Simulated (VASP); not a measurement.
Set up this calculation in VASP 6.6.1, as the native input.

```
Task                   : single point
Functional             : r2SCAN
Potentials or basis    : VASP PAW PBE potentials, release 64 (Sb, In_d)
Cutoff                 : 520 eV
k mesh                 : 6 × 6 × 6
Occupations            : fermi-dirac, width 0.05 eV
Spin                   : no spin polarisation
Dipole correction      : no
Further INCAR settings : ALGO = Normal; EDIFF = 1e-06; NBANDS = 22
```

Crystal: InSb3.

```
CELL_PARAMETERS angstrom
0.00000 3.84449 3.84449
3.84449 0.00000 3.84449
3.84449 3.84449 0.00000
ATOMIC_POSITIONS crystal
Sb 0.50000 0.50000 0.50000
Sb 0.75000 0.75000 0.75000
Sb 0.25000 0.25000 0.25000
In 0.00000 0.00000 0.00000
```

These files were run (other wordings do the same):

POSCAR

```
InSb3
1.0
    0.0000000000      3.8444890816      3.8444890816
    3.8444890816      0.0000000000      3.8444890816
    3.8444890816      3.8444890816      0.0000000000
Sb In
3 1
Direct
    0.5000000000      0.5000000000      0.5000000000
    0.7500000000      0.7500000000      0.7500000000
    0.2500000000      0.2500000000      0.2500000000
    0.0000000000      0.0000000000      0.0000000000
```

INCAR.step1

```
ALGO     = Normal         # electronic algorithm
EDIFF    = 1E-4           # SCF threshold, eV
ENCUT    = 520            # plane-wave cutoff, eV
GGA      = PE             # functional
ISMEAR   = -1             # smearing method
LASPH    = T              # aspherical terms in the spheres
LCHARG   = F              # write CHGCAR
LREAL    = F              # projectors in reciprocal space
LWAVE    = T              # write WAVECAR
NBANDS   = 22             # bands
NELM     = 80             # most SCF steps
PREC     = Accurate       # precision mode
SIGMA    = 0.05           # smearing width, eV
```

INCAR.step2

```
ALGO     = Normal         # electronic algorithm
EDIFF    = 1E-6           # SCF threshold, eV
ENCUT    = 520            # plane-wave cutoff, eV
ISIF     = 2              # what is computed and relaxed
ISMEAR   = -1             # smearing method
ISTART   = 1            
LASPH    = T              # aspherical terms in the spheres
LCHARG   = F              # write CHGCAR
LMIXTAU  = T            
LREAL    = F              # projectors in reciprocal space
LWAVE    = F              # write WAVECAR
METAGGA  = R2SCAN         # meta-GGA
NBANDS   = 22             # bands
NELM     = 80             # most SCF steps
PREC     = Accurate       # precision mode
SIGMA    = 0.05           # smearing width, eV
```

KPOINTS

```
k-points
0
Gamma
  6 6 6
```

Potentials or basis: VASP PAW PBE potentials, release 64 (Sb, In_d).

Run with:

```bash
$ cat potpaw_PBE.64/Sb/POTCAR potpaw_PBE.64/In_d/POTCAR > POTCAR
$ cp INCAR.step1 INCAR
$ mpirun -np 1 vasp_std > vasp.out
$ cp INCAR.step2 INCAR
$ mpirun -np 1 vasp_std > vasp.out
```

It gave:

```
Pressure               : -2.9 GPa
Band gap on the k mesh : zero (band 14 reaches 8.43 eV, above the bottom of band 15 at 5.04 eV)
```

Caveat: the PAW data sets were made with another functional, which shifts forces and pressure a little; spin-orbit coupling is left out, which moves the levels of the heavy elements.

Wall time 55 s on 1 thread of Intel(R) Xeon(R) 6975P-C (Granite Rapids) (shared host), peak memory 0.26 GiB.
